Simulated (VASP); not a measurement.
# C (P6_3/mmc) in VASP: further runs, part 2 of 2

VASP 6.6.1.

## Step 3: Single point, PBE

This run uses another cell than the first one, of the same volume but with other edges.

The COD entry that gives the cell may itself be a prediction, so a difference from it is no test against experiment.

File INCAR:

```
ALGO     = Normal         # electronic algorithm
EDIFF    = 1E-6           # SCF threshold, eV
ENCUT    = 520            # plane-wave cutoff, eV
GGA      = PE             # functional
ISIF     = 2              # what is computed and relaxed
ISMEAR   = 0              # smearing method
LASPH    = True           # aspherical terms in the spheres
LCHARG   = False          # write CHGCAR
LREAL    = False          # projectors in reciprocal space
LWAVE    = False          # write WAVECAR
NBANDS   = 36             # bands
NELM     = 80             # most SCF steps
PREC     = Accurate       # precision mode
SIGMA    = 0.05           # smearing width, eV
```

File KPOINTS:

```
k-points
0
Gamma
  12 12 2
```

File POSCAR:

```
C
1.0
    2.4323000000      0.0000000000      0.0000000000
   -1.2161500000      2.1064335896      0.0000000000
    0.0000000000      0.0000000000     11.9630000000
C
12
Direct
    0.0000000000      0.0000000000      0.1868593266
    0.0000000000      0.0000000000      0.6868593266
    0.0000000000      0.0000000000      0.3131406734
    0.0000000000      0.0000000000      0.8131406734
    0.3333333333      0.6666666667      0.5207665411
    0.6666666667      0.3333333333      0.0207665411
    0.3333333333      0.6666666667      0.9792334589
    0.6666666667      0.3333333333      0.4792334589
    0.3333333333      0.6666666667      0.6450950823
    0.6666666667      0.3333333333      0.1450950823
    0.3333333333      0.6666666667      0.8549049177
    0.6666666667      0.3333333333      0.3549049177
```

Potentials or basis: VASP PAW PBE potentials, release 64 (C).

Command:

```bash
> cat potpaw_PBE.64/C/POTCAR > POTCAR
> mpirun -np 1 vasp_std > vasp.out
```

OUTCAR:

```text
EDIFF = 1E-6
   ENCUT = 520
   GGA = PE
   ISIF = 2
   ISMEAR = 0
   LASPH = True
   LREAL = False
   NELM = 80
   PREC = Accurate

 ion  position               nearest neighbor table
   1  0.000  0.000  0.187-  10 1.49  10 1.49  10 1.49   3 1.51
   2  0.000  0.000  0.687-   9 1.49   9 1.49   9 1.49   4 1.51
   3  0.000  0.000  0.313-  12 1.49  12 1.49  12 1.49   1 1.51
   4  0.000  0.000  0.813-  11 1.49  11 1.49  11 1.49   2 1.51
   5  0.333  0.667  0.521-   9 1.49   8 1.49   8 1.49   8 1.49
   6  0.667  0.333  0.021-  10 1.49   7 1.49   7 1.49   7 1.49
   7  0.333  0.667  0.979-  11 1.49   6 1.49   6 1.49   6 1.49
   8  0.667  0.333  0.479-  12 1.49   5 1.49   5 1.49   5 1.49
   9  0.333  0.667  0.645-   5 1.49   2 1.49   2 1.49   2 1.49
  10  0.667  0.333  0.145-   6 1.49   1 1.49   1 1.49   1 1.49
  11  0.333  0.667  0.855-   7 1.49   4 1.49   4 1.49   4 1.49
  12  0.667  0.333  0.355-   8 1.49   3 1.49   3 1.49   3 1.49

  LATTYP: Found a hexagonal cell.
 ALAT       =     2.4323000000
 C/A-ratio  =     4.9183900012

  Lattice vectors:

 A1 = (   2.4323000000,   0.0000000000,   0.0000000000)
 A2 = (  -1.2161500000,   2.1064335896,   0.0000000000)
 A3 = (   0.0000000000,   0.0000000000,  11.9630000000)

Analysis of symmetry for initial positions (statically):
=====================================================================
 Subroutine PRICEL returns:
 Original cell was already a primitive cell.

 Routine SETGRP: Setting up the symmetry group for a
 hexagonal supercell.

 Subroutine GETGRP returns: Found 24 space group operations
 (whereof 12 operations were pure point group operations)
 out of a pool of 24 trial point group operations.

The static configuration has the point symmetry D_3d.
 The point group associated with its full space group is D_6h.

Analysis of symmetry for dynamics (positions and initial velocities):
[... 162 lines left out ...]
   LRPA    =     F    only Hartree local field effects (RPA)
 non-spin polarized calculation
 Gauss-broadening in eV      SIGMA  =   0.05
  energy-cutoff  :      520.00
  volume of cell :       61.29
 maximum number of plane-waves:      1685
   NGX =  9   NGY =  9   NGZ = 45

 number of electron      47.9999995 magnetization

 Free energy of the ion-electron system (eV)
  ---------------------------------------------------
  ext. energy  EPLUGINS =         0.00000000
  ---------------------------------------------------
  free energy    TOTEN  =      -107.81506138 eV

  energy without entropy =     -107.81506138  energy(sigma->0) =     -107.81506138

 E-fermi :  11.6518     XC(G=0): -13.7820

 val. band max:       11.4107656933   @ k =   0.0000   0.0000   0.0000
 cond. band min:      16.1186838689   @ k =   0.4167   0.0000   0.0000
 fundamental gap:      4.7079181756
 Fermi energy:        11.6517701074

 k-point     1 :       0.0000    0.0000    0.0000
  band No.  band energies     occupation
      1     -11.6423      2.00000
      2     -10.8613      2.00000
      3     -10.7831      2.00000
      4      -8.4375      2.00000
      5      -8.3720      2.00000
      6      -5.2723      2.00000
[... 925 lines left out ...]
     35      21.6897      0.00000
     36      21.6897      0.00000

 [... further k-points ...]

------------------------ aborting loop because EDIFF is reached ----------------------------------------

  FORCE on cell =-STRESS in cart. coord.  units (eV):
  Direction    XX          YY          ZZ          XY          YZ          ZX
  --------------------------------------------------------------------------------------
  -------------------------------------------------------------------------------------
  Total       22.0703315     22.0703315     23.6852310      0.0000000      0.0000000     -0.0000000
  in kB      576.9184460    576.9184460    619.1319167      0.0000000      0.0000000     -0.0000000
  external PRESSURE =     590.9896029 kB  Pullay stress =       0.0000000 kB

 VOLUME and BASIS-vectors are now :
 -----------------------------------------------------------------------------
  energy-cutoff  :      520.00
  volume of cell :       61.29
      direct lattice vectors                 reciprocal lattice vectors
     2.432300000  0.000000000  0.000000000     0.411133495  0.237368034  0.000000000
    -1.216150000  2.106433590  0.000000000     0.000000000  0.474736068  0.000000000
     0.000000000  0.000000000 11.963000000     0.000000000  0.000000000  0.083591072

 POSITION                                       TOTAL-FORCE (eV/Angst)
 -----------------------------------------------------------------------------------
      0.00000      0.00000      2.23540         0.000000     -0.000000      0.070189
      0.00000      0.00000      8.21690        -0.000000      0.000000      0.070189
      0.00000      0.00000      3.74610         0.000000     -0.000000     -0.070189
      0.00000      0.00000      9.72760        -0.000000      0.000000     -0.070189
     -0.00000      1.40429      6.22993         0.000000     -0.000000     -0.016979
      1.21615      0.70214      0.24843        -0.000000     -0.000000     -0.016979
     -0.00000      1.40429     11.71457        -0.000000      0.000000      0.016979
      1.21615      0.70214      5.73307         0.000000      0.000000      0.016979
     -0.00000      1.40429      7.71727         0.000000      0.000000     -0.020800
      1.21615      0.70214      1.73577        -0.000000      0.000000     -0.020800
     -0.00000      1.40429     10.22723        -0.000000      0.000000      0.020800
      1.21615      0.70214      4.24573         0.000000     -0.000000      0.020800
 -----------------------------------------------------------------------------------
    total drift:                                0.000000     -0.000000      0.000000

  FREE ENERGIE OF THE ION-ELECTRON SYSTEM (eV)
  ---------------------------------------------------
  free  energy   TOTEN  =      -107.8150613827 eV

  energy  without entropy=     -107.8150613827  energy(sigma->0) =     -107.81506138
```

OSZICAR:

```text
N       E                     dE             d eps       ncg     rms          rms(c)
DAV:   1     0.131142524754E+03    0.13114E+03   -0.26137E+04  2736   0.133E+03
DAV:   2    -0.104277349596E+03   -0.23542E+03   -0.22411E+03  3584   0.263E+02
DAV:   3    -0.112896124664E+03   -0.86188E+01   -0.85603E+01  3596   0.456E+01
DAV:   4    -0.112984360944E+03   -0.88236E-01   -0.87985E-01  3568   0.498E+00
DAV:   5    -0.112986196210E+03   -0.18353E-02   -0.18339E-02  3520   0.623E-01    0.156E+01
DAV:   6    -0.109104858590E+03    0.38813E+01   -0.25120E+00  3148   0.770E+00    0.930E+00
DAV:   7    -0.107811540217E+03    0.12933E+01   -0.31017E+00  3212   0.879E+00    0.211E+00
DAV:   8    -0.107814792289E+03   -0.32521E-02   -0.81920E-02  3404   0.138E+00    0.105E-01
DAV:   9    -0.107814957687E+03   -0.16540E-03   -0.12700E-03  3636   0.208E-01    0.398E-02
DAV:  10    -0.107815027878E+03   -0.70191E-04   -0.10081E-04  3280   0.563E-02    0.218E-02
DAV:  11    -0.107815058208E+03   -0.30330E-04   -0.19236E-05  3316   0.276E-02    0.558E-03
DAV:  12    -0.107815061481E+03   -0.32734E-05   -0.30017E-06  3080   0.108E-02    0.859E-04
DAV:  13    -0.107815061383E+03    0.98781E-07   -0.71140E-08  1960   0.160E-03
   1 F= -.10781506E+03 E0= -.10781506E+03  d E =-.159193E-13
```

It took 34 s on 1 thread of Intel Xeon 6975P-C (Granite Rapids), shared host; peak memory 0.19 GiB.

Results:

```
Free energy            : -107.8151 eV
Pressure               : 59.1 GPa
Largest force          : 0.070 eV/Å
Band gap on the k mesh : 4.71 eV, indirect (least direct gap 5.61 eV)
```

Forces in eV/Å, atoms in the order of the input:
```
C    0.000  0.000  0.070
C    0.000  0.000  0.070
C    0.000  0.000 -0.070
C    0.000  0.000 -0.070
C    0.000  0.000 -0.017
C    0.000  0.000 -0.017
C    0.000  0.000  0.017
C    0.000  0.000  0.017
C    0.000  0.000 -0.021
C    0.000  0.000 -0.021
C    0.000  0.000  0.021
C    0.000  0.000  0.021
```

Stress tensor (GPa, compression positive):
```
57.69  0.00  0.00
 0.00 57.69  0.00
 0.00  0.00 61.91
```

Levels at points of the mesh, in eV from the valence-band top:
```csv
k point,band 20,band 21,band 22,band 23,band 24,band 25,band 26,band 27,band 28,band 29
"(0.00, 0.00, 0.00)",-1.10,-1.10,-0.17,0.00,0.00,5.61,5.61,5.85,6.80,6.80
"(0.50, 0.00, 0.00)",-4.76,-4.51,-4.46,-3.99,-3.20,4.82,5.44,5.48,5.93,7.06
"(0.00, 0.00, 0.50)",-1.49,-0.36,-0.36,-0.36,-0.36,6.04,6.04,6.04,6.04,6.64
"(0.50, 0.00, 0.50)",-5.49,-4.14,-4.14,-3.58,-3.58,4.99,4.99,6.22,6.22,6.32
```

A k mesh can miss the band edges.
